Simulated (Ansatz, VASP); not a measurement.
SrNb: VASP beside Ansatz

```
Sr Nb
1.0
     0.00000    3.39350    3.39350
     3.39350    0.00000    3.39350
     3.39350    3.39350    0.00000
Sr Nb
1 1
Direct
  0.75000 0.75000 0.75000
  0.00000 0.00000 0.00000
```

Change from the starting cell: species swapped into the AgI type (F-43m, No. 216).

Alike in both runs: functional PBE; k mesh 6 × 6 × 6; occupations gaussian, width 0.2 eV; no spin polarisation.

Ansatz relaxed the structure, and its values are those at the end. VASP's run is a single point on that final structure, the one shown.

|  | VASP | Ansatz |
| --- | --- | --- |
| version | VASP 6.6.1 | Ansatz 0.2.0 |
| potentials or method | VASP PAW PBE potentials, release 64 (Sr_sv, Nb_sv), cutoff 500 eV | scalar-relativistic, plane waves, PAW |
| valence electrons in the cell | 23 | 23 |

```tsv
	VASP	Ansatz	Ansatz less VASP
gap on the k mesh at the Fermi level (eV)	none	none	-
pressure (GPa)	0.2	0.1	-0.11
```

A gap of «none» marks a metal or a gap that the smearing closes. With one functional, cell and mesh, what is left measures potentials, basis and numerics.
